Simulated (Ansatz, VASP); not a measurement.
# Ni in VASP and in Ansatz

```
Ni
1.0
    -1.36136    1.36136    1.36136
     1.36136   -1.36136    1.36136
     1.36136    1.36136   -1.36136
Ni
1
Cartesian
  0.0000 0.0000 0.0000
```

Alike in both runs: task single point; functional LDA; k mesh 16 × 16 × 16; occupations fermi-dirac, width 0.05 eV; non-collinear spin, spin-orbit coupling.

|  | VASP | Ansatz |
| --- | --- | --- |
| version | VASP 6.6.1 | Ansatz 0.2.0 |
| potentials or method | VASP PAW LDA potentials, release 64 (Ni_sv_GW), cutoff 590 eV | plane waves (420 eV) with PAW, fully relativistic with spin-orbit coupling |
| valence electrons in the cell | 18 | 18 |

|  | VASP | Ansatz | Ansatz less VASP |
| --- | --- | --- | --- |
| net moment per atom (μB) | 0.35 | 0.43 | +0.078 |

Ansatz warns that its potentials were made for another functional, while VASP's fit it. LDA's correlation is that of Perdew and Zunger in VASP and of Perdew and Wang (1992) in Ansatz.
